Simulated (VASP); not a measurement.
# InSb (F-43m) in VASP: single point with PBE

Aim: the single point of InSb with PBE.

All numbers are computed with VASP 6.6.1; they aren't measurements. Logs are shortened: lines on timing, memory, paths and dates and some standing lists are left out, and cuts for length are marked.

**The experiment to reproduce.**

“Electronic Structure and Epitaxy of CdTe Shells on InSb Nanowires”, 2021, arxiv:2111.05126 quotes, for a bulk crystal of InSb: band gap 0.24 eV.

How close the calculation comes is told below.

### Step 1. The cell of the first run

It takes space group F-43m (No. 216, cubic). The conventional cell has a = 6.635 Å, b = 6.635 Å, c = 6.635 Å, α = 90.00°, β = 90.00°, γ = 90.00°. Within 3.8 Å of In (site symmetry -43m) lie 4 Sb at 2.87 Å. Sb (site symmetry -43m) has 4 In at 2.87 Å within 3.8 Å.

### Step 2. Single point, PBE

INCAR reads:

```
PREC = Accurate
ENCUT = 520
EDIFF = 1E-6
ISMEAR = 0
SIGMA = 0.1
LREAL = False
LASPH = True
NELM = 100
ALGO = Normal
ISIF = 2
LWAVE = False
LCHARG = False
GGA = PE
ISYM = 0
NBANDS = 16
```

KPOINTS reads:

```
regular mesh
0
Gamma
  8 5 15
```

POSCAR reads:

```
InSb
1.0
    4.6915474113      0.0000000000      0.0000000000
    0.0000000000      6.6348499775      0.0000000000
    2.3457737056     -3.3174249888      2.3457737056
In Sb
1 1
Direct
    0.0000000000      0.0000000000      0.0000000000
    0.5000000000      0.2500000000      0.0000000000
```

Potentials or basis: VASP PAW PBE potentials, release 64 (In_d, Sb).

On the command line:

```console
> cat potpaw_PBE.64/In_d/POTCAR potpaw_PBE.64/Sb/POTCAR > POTCAR
> mpirun -np 1 vasp_std > vasp.out
```

OUTCAR:

```text
PREC = Accurate
   ENCUT = 520
   EDIFF = 1E-6
   ISMEAR = 0
   LREAL = False
   LASPH = True
   NELM = 100
   ISIF = 2
   GGA = PE
   ISYM = 0

 ion  position               nearest neighbor table
   1  0.000  0.000  0.000-   2 2.87   2 2.87   2 2.87   2 2.87
   2  0.500  0.250  0.000-   1 2.87   1 2.87   1 2.87   1 2.87

IMPORTANT INFORMATION: All symmetrisations will be switched off!
NOSYMM: (Re-)initialisation of all symmetry stuff for point group C_1.

----------------------------------------------------------------------------------------

                                     Primitive cell

  volume of cell :      73.0186

  direct lattice vectors                    reciprocal lattice vectors
     4.691547411  0.000000000  0.000000000     0.213149290  0.000000000 -0.213149290
     0.000000000  6.634849978  0.000000000     0.000000000  0.150719308  0.213149290
     2.345773706 -3.317424989  2.345773706     0.000000000  0.000000000  0.426298580

  length of vectors
     4.691547411  6.634849978  4.691547411     0.301438617  0.261053500  0.426298580

  position of ions in fractional coordinates (direct lattice)
     0.000000000  0.000000000  0.000000000
     0.500000000  0.250000000  0.000000000

  ion indices of the primitive-cell ions
   primitive index   ion index
                 1           1
                 2           2

----------------------------------------------------------------------------------------

 KPOINTS: regular mesh

Automatic generation of k-mesh.
 Grid dimensions read from file:
 generate k-points for:    8    5   15

 Generating k-lattice:

  Cartesian coordinates                     Fractional coordinates (reciprocal lattice)
     0.026643661  0.000000000 -0.026643661     0.125000000  0.000000000  0.000000000
     0.000000000  0.030143862  0.042629858     0.000000000  0.200000000 -0.000000000
     0.000000000  0.000000000  0.028419905     0.000000000  0.000000000  0.066666667

  Length of vectors
     0.037679827  0.052210700  0.028419905

  Shift w.r.t. Gamma in fractional coordinates (k-lattice)
     0.000000000  0.000000000  0.000000000

 -----------------------------------------------------------------------------
|                                                                             |
|           W    W    AA    RRRRR   N    N  II  N    N   GGGG   !!!           |
|           W    W   A  A   R    R  NN   N  II  NN   N  G    G  !!!           |
|           W    W  A    A  R    R  N N  N  II  N N  N  G       !!!           |
|           W WW W  AAAAAA  RRRRR   N  N N  II  N  N N  G  GGG   !            |
|           WW  WW  A    A  R   R   N   NN  II  N   NN  G    G                |
|           W    W  A    A  R    R  N    N  II  N    N   GGGG   !!!           |
|                                                                             |
|     Your reciprocal lattice and k-lattice belong to different lattice       |
|     classes:                                                                |
|                                                                             |
|        The reciprocal lattice is body-centered cubic,                       |
|        whereas your k-lattice is base-centered monoclinic.                  |
|                                                                             |
|     Results are often still useful ...                                      |
|                                                                             |
 -----------------------------------------------------------------------------

 WARNING: IBZKPT: internal override: KBLOWUP is changed to .FALSE.
      ... skipping the blow-up phase ...

 Subroutine IBZKPT returns following result:
 ===========================================

 Found    301 irreducible k-points:

 Following reciprocal coordinates:
            Coordinates               Weight
  0.000000  0.000000  0.000000      1.000000
  0.125000  0.000000  0.000000      2.000000
  0.250000  0.000000  0.000000      2.000000
  0.375000  0.000000  0.000000      2.000000
  0.500000  0.000000  0.000000      1.000000
  0.000000  0.200000 -0.000000      2.000000
[... 16 lines left out ...]
  0.125000  0.000000  0.066667      2.000000
  0.250000  0.000000  0.066667      2.000000
 [... further k-points ...]
   k-points           NKPTS =    301   k-points in BZ     NKDIM =    301   number of bands    NBANDS=     16
   number of dos      NEDOS =    301   number of ions     NIONS =      2
   total plane-waves  NPLWV =  64800
   dimension x,y,z NGX =    36 NGY =   50 NGZ =   36
   dimension x,y,z NGXF=    72 NGYF=  100 NGZF=   72
   ions per type =               1   1
   NGX,Y,Z   is equivalent  to a cutoff of  12.76, 12.53, 12.76 a.u.
   NGXF,Y,Z  is equivalent  to a cutoff of  25.51, 25.06, 25.51 a.u.
 SYSTEM =  unknown system
   PREC   = accura    normal or accurate (medium, high low for compatibility)
   ISTART =      0    job   : 0-new  1-cont  2-samecut
   ICHARG =      2    charge: 1-file 2-atom 10-const
   ISPIN  =      1    spin polarized calculation?
   LNONCOLLINEAR =      F non collinear calculations
   LSORBIT =      F    spin-orbit coupling
   LASPH  =      T    aspherical Exc in radial PAW
   ENCUT  =  520.0 eV  38.22 Ry    6.18 a.u.   8.72 12.34  8.72*2*pi/ulx,y,z
   NELM   =    100;   NELMIN=  2; NELMDL= -5     # of ELM steps
   EDIFF  = 0.1E-05   stopping-criterion for ELM
   LREAL  =      F    real-space projection
   EDIFFG = 0.1E-04   stopping-criterion for IOM
   NSW    =      0    number of steps for IOM
   IBRION =     -1    ionic relax: 0-MD 1-quasi-New 2-CG
   NFREE  =      0    steps in history (QN), initial steepest desc. (CG)
   ISIF   =      2    stress and relaxation
   ISYM   =      0    0-nonsym 1-usesym 2-fastsym
   POTIM  = 0.5000    time-step for ionic-motion
   TEBEG  =    0.0;   TEEND  =   0.0 temperature during run
   PSTRESS=    0.0 pullay stress
   NELECT =      18.0000    total number of electrons
   NUPDOWN=      -1.0000    fix difference up-down
   EMIN   =  10.00;   EMAX   =-10.00  energy-range for DOS
   EFERMI =   0.00;   METHOD = LEGACY
   ISMEAR =     0;   SIGMA  =   0.10  broadening in eV -4-tet -1-fermi 0-gaus
   EFERMI_NEDOS =   21; number of points for ismear=-14 and -15
   IALGO  =     38    algorithm
   IMIX   =      4    mixing-type and parameters
     AMIX     =   0.40;   BMIX     =  1.00
     AMIX_MAG =   1.60;   BMIX_MAG =  1.00
  volume/ion in A,a.u.               =      36.51       246.38
  Fermi-wavevector in a.u.,A,eV,Ry     =   1.026490  1.939784 14.336199  1.053681
  Thomas-Fermi vector in A             =   2.160385
   LORBIT       =      0    0 simple, 1 ext, 2 COOP (PROOUT), +10 PAW based schemes
   GGA     = PE    functional components
   LHFCALC =     F    Hartree Fock is set to
   AEXX    =    0.0000 exact exchange contribution
   IVDW    =     0    specifies the selected vdW correction
   LEPSILON=     F    determine dielectric tensor
   LRPA    =     F    only Hartree local field effects (RPA)
 non-spin polarized calculation
 Gauss-broadening in eV      SIGMA  =   0.10
  energy-cutoff  :      520.00
  volume of cell :       73.02
 maximum number of plane-waves:      1989
   NGX = 17   NGY = 25   NGZ = 17

 number of electron      18.0000004 magnetization

 Free energy of the ion-electron system (eV)
  ---------------------------------------------------
  ext. energy  EPLUGINS =         0.00000000
  ---------------------------------------------------
  free energy    TOTEN  =        -6.95269222 eV

  energy without entropy =       -6.95234567  energy(sigma->0) =       -6.95251894

 E-fermi :   4.4284     XC(G=0):  -8.3838

 val. band max:        4.3803418368   @ k =   0.0000   0.0000   0.0000
 cond. band min:       4.8558236983   @ k =   0.0000   0.4000   0.0000
 fundamental gap:      0.4754818615
 Fermi energy:         4.4283907286

 k-point     1 :       0.0000    0.0000    0.0000
  band No.  band energies     occupation
      1     -10.0880      2.00000
      2     -10.0877      2.00000
      3     -10.0877      2.00000
      4     -10.0211      2.00000
      5     -10.0209      2.00000
      6      -5.9068      2.00000
[... 8 lines left out ...]
     15      12.5167      0.00000
     16      12.5168      0.00000

 k-point     2 :       0.1250    0.0000    0.0000
  band No.  band energies     occupation
      1     -10.0975      2.00000
      2     -10.0831      2.00000
      3     -10.0829      2.00000
      4     -10.0225      2.00000
      5     -10.0199      2.00000
      6      -5.7371      2.00000
[... 8 lines left out ...]
     15      11.0918      0.00000
     16      12.6718      0.00000

 k-point     3 :       0.2500    0.0000    0.0000
  band No.  band energies     occupation
      1     -10.1195      2.00000
      2     -10.0713      2.00000
      3     -10.0712      2.00000
      4     -10.0272      2.00000
      5     -10.0174      2.00000
      6      -5.2565      2.00000
[... 8 lines left out ...]
     15      12.9476      0.00000
     16      13.1317      0.00000

 k-point     4 :       0.3750    0.0000    0.0000
  band No.  band energies     occupation
      1     -10.1402      2.00000
      2     -10.0594      2.00000
      3     -10.0593      2.00000
      4     -10.0325      2.00000
      5     -10.0148      2.00000
      6      -4.5916      2.00000
[... 8 lines left out ...]
     15      13.8545      0.00000
     16      14.6775      0.00000
[... 324 lines left out ...]
 k-point    22 :       0.0000    0.0000    0.0667
  band No.  band energies     occupation
      1     -10.0923      2.00000
      2     -10.0862      2.00000
      3     -10.0851      2.00000
      4     -10.0213      2.00000
      5     -10.0208      2.00000
      6      -5.8100      2.00000
[... 8 lines left out ...]
     15      11.6779      0.00000
     16      12.0249      0.00000

 k-point    23 :       0.1250    0.0000    0.0667
  band No.  band energies     occupation
      1     -10.0916      2.00000
      2     -10.0866      2.00000
      3     -10.0854      2.00000
      4     -10.0213      2.00000
      5     -10.0208      2.00000
      6      -5.8213      2.00000
[... 8 lines left out ...]
     15      11.7184      0.00000
     16      12.0792      0.00000

 k-point    24 :       0.2500    0.0000    0.0667
  band No.  band energies     occupation
      1     -10.1071      2.00000
      2     -10.0788      2.00000
      3     -10.0776      2.00000
      4     -10.0240      2.00000
      5     -10.0190      2.00000
      6      -5.5038      2.00000
[... 8 lines left out ...]
     15      11.9686      0.00000
     16      12.4752      0.00000

 [... further k-points ...]
[... 5 lines left out ...]
  --------------------------------------------------------------------------------------
  -------------------------------------------------------------------------------------
  Total       -0.0020684     -0.0111090     -0.0076901     -0.0000107      0.0000117     -0.0003335
  in kB       -0.0453844     -0.2437535     -0.1687373     -0.0002353      0.0002567     -0.0073172
  external PRESSURE =      -0.1526251 kB  Pullay stress =       0.0000000 kB

 VOLUME and BASIS-vectors are now :
 -----------------------------------------------------------------------------
  energy-cutoff  :      520.00
  volume of cell :       73.02
      direct lattice vectors                 reciprocal lattice vectors
     4.691547411  0.000000000  0.000000000     0.213149290  0.000000000 -0.213149290
     0.000000000  6.634849978  0.000000000     0.000000000  0.150719308  0.213149290
     2.345773706 -3.317424989  2.345773706     0.000000000  0.000000000  0.426298580

 POSITION                                       TOTAL-FORCE (eV/Angst)
 -----------------------------------------------------------------------------------
      0.00000      0.00000      0.00000         0.000003      0.000148     -0.000005
      2.34577      1.65871      0.00000        -0.000003     -0.000148      0.000005
 -----------------------------------------------------------------------------------
    total drift:                                0.000000      0.000001     -0.000002

  FREE ENERGIE OF THE ION-ELECTRON SYSTEM (eV)
  ---------------------------------------------------
  free  energy   TOTEN  =        -6.9526922179 eV

  energy  without entropy=       -6.9523456657  energy(sigma->0) =       -6.95251894
```

Wall time 8.7 min (1 thread of Intel Xeon 8259CL, shared host); peak memory 0.53 GiB.

What came out:

| Quantity | Value |
| --- | --- |
| Free energy | -6.9527 eV |
| Pressure | 0.0 GPa |
| Band gap on the k mesh | zero (filled and empty bands touch) |

Levels at points of the mesh, in eV from the Fermi level:
```tsv
k point	band 6	band 7	band 8	band 9	band 10	band 11	band 12	band 13
(0.00, 0.00, 0.00)	-10.34	-0.64	-0.05	-0.05	-0.05	2.92	2.92	2.92
(0.50, 0.00, 0.00)	-8.62	-5.67	-2.08	-2.08	1.31	1.42	7.68	7.68
```

Caveat: semilocal functionals underestimate gaps, and a narrow one can read as zero; spin-orbit coupling is left out, which moves the levels of the heavy elements.

### Step 3. How close it comes

Step 2. Measured gap of InSb: 0.24 eV (quoted in “Electronic Structure and Epitaxy of CdTe Shells on InSb Nanowires”, 2021, arxiv:2111.05126). This calculation gives 0.00 eV (-0.24 eV). Spin-orbit coupling on In, Sb is left out. The value is that of PBE on a finite k mesh, which can miss the band edges, without temperature or zero-point motion. Semilocal functionals fall short of measured gaps as a rule.

The gap in the log of VASP goes by the Fermi energy; the results here count the filled bands.